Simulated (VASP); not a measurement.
Input of a VASP 6.6.1 run:

The input POSCAR:

```
Co
1.0
    2.3847777609      0.0000000000      0.0000000000
   -1.1923888805      2.0652781233      0.0000000000
    0.0000000000      0.0000000000      7.7711326330
Co
4
Direct
    0.0000000000      0.0000000000      1.0000000000
    0.0000000000      0.0000000000      0.5000000000
    0.3333333333      0.6666666667      0.2500000000
    0.6666666667      0.3333333333      0.7500000000
```

The input INCAR.step1:

```
PREC = Accurate ; ENCUT = 520
ISMEAR = -1 ; SIGMA = 0.1
LREAL = F ; LASPH = T
NELM = 60 ; NBANDS = 26
GGA = PE ; ALGO = Normal
EDIFF = 1E-4 ; LWAVE = T
LCHARG = F
```

The input INCAR.step2:

```
PREC = Accurate ; ENCUT = 520
EDIFF = 1E-6 ; ISMEAR = -1
SIGMA = 0.1 ; LREAL = F
LASPH = T ; NELM = 60
ALGO = Normal ; ISIF = 2
LWAVE = F ; LCHARG = F
METAGGA = R2SCAN ; LMIXTAU = T
NBANDS = 26 ; ISTART = 1
```

KPOINTS

```
regular mesh
0
Gamma
  17 17 5
```

Potentials or basis: VASP PAW PBE potentials, release 64 (Co).

Command:

```console
$ cat potpaw_PBE.64/Co/POTCAR > POTCAR
$ cp INCAR.step1 INCAR
$ mpirun -np 1 vasp_std > vasp.out
$ cp INCAR.step2 INCAR
$ mpirun -np 1 vasp_std > vasp.out
```

(1) Estimate the band gap on the k mesh.

(2) What does it give for the pressure?

Answers

(1) zero (bands 18 and 19 overlap by 1.20 eV).

(2) 12.8 GPa.

Caveat: the cell stands under pressure; the PAW data sets were made with another functional, which shifts forces and pressure a little; the run has no spin polarisation, though such a crystal can be magnetic.
